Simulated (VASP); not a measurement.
The system is Mo2Ru3.

```xyz
10
Lattice="2.8180 0.0000 0.0000 -1.4090 2.4404 0.0000 0.0000 0.0000 22.1291" Properties=species:S:1:pos:R:3 pbc="T T T"
Mo    0.0000    1.6270   14.3839
Mo    0.0000    1.6270   18.8098
Mo    1.4090    0.8135    3.3194
Mo    1.4090    0.8135    7.7452
Ru    0.0000    1.6270    1.1065
Ru    0.0000    1.6270    5.5323
Ru    0.0000    1.6270    9.9581
Ru    1.4090    0.8135   16.5969
Ru    1.4090    0.8135   21.0227
Ru    1.4090    0.8135   12.1710
```

| Property | Result |
| --- | --- |
| Program | VASP 6.6.1 |
| Task | relaxation of cell and atoms |
| Functional | PBE |
| Potentials or basis | VASP PAW PBE potentials, release 64 (Mo_sv, Ru_pv) |
| Cutoff | 600 eV |
| k mesh | 6 × 6 × 1 |
| Occupations | gaussian, width 0.1 eV |
| Spin | no spin polarisation |

At the start: pressure -10.5 GPa; volume 15.22 Å³/atom.

Problem. Where does the relaxation end?

Solution. Over 11 steps the energy falls by 29.7 meV/atom and the volume is 14.60 Å³/atom (-4.1 %); space group P6_3/mmc (No. 194, to 0.1 Å) before and after.

The path:
| step | energy change (eV) | largest force (eV/Å) | pressure (GPa) | volume (Å³) |
| --- | --- | --- | --- | --- |
| 1 | 0.0000 | 0.5783 | -10.55 | 152.18 |
| 2 | 1.3111 | 0.1806 | 38.26 | 131.15 |
| 3 | -0.2438 | 0.5130 | 0.27 | 145.84 |
| 4 | -0.2442 | 0.5087 | 0.74 | 145.61 |
| 5 | -0.2934 | 0.1629 | 0.28 | 145.80 |
| 6 | -0.2953 | 0.0685 | 0.20 | 145.85 |
| 7 | -0.2954 | 0.0778 | 0.21 | 145.84 |
| 8 | -0.2967 | 0.0262 | -0.43 | 146.20 |
| 9 | -0.2968 | 0.0314 | -0.38 | 146.17 |
| 10 | -0.2965 | 0.0316 | 0.44 | 145.76 |
| 11 | -0.2971 | 0.0057 | 0.00 | 146.00 |

Final structure:
```yaml
crystal:
  lattice:
    - [2.76110, 0.00000, 0.00000]
    - [-1.38055, 2.39118, 0.00000]
    - [0.00000, 0.00000, 22.11280]
  atoms:
    - { symbol: Mo, position: [0.33333, 0.66667, 0.64816] }
    - { symbol: Mo, position: [0.33333, 0.66667, 0.85184] }
    - { symbol: Mo, position: [0.66667, 0.33333, 0.14816] }
    - { symbol: Mo, position: [0.66667, 0.33333, 0.35184] }
    - { symbol: Ru, position: [0.33333, 0.66667, 0.05058] }
    - { symbol: Ru, position: [0.33333, 0.66667, 0.25000] }
    - { symbol: Ru, position: [0.33333, 0.66667, 0.44942] }
    - { symbol: Ru, position: [0.66667, 0.33333, 0.75000] }
    - { symbol: Ru, position: [0.66667, 0.33333, 0.94942] }
    - { symbol: Ru, position: [0.66667, 0.33333, 0.55058] }
```

Caveat: the k points lie up to 0.44 Å⁻¹ apart in the final cell, too coarse for converged energies and pressures of a metal.
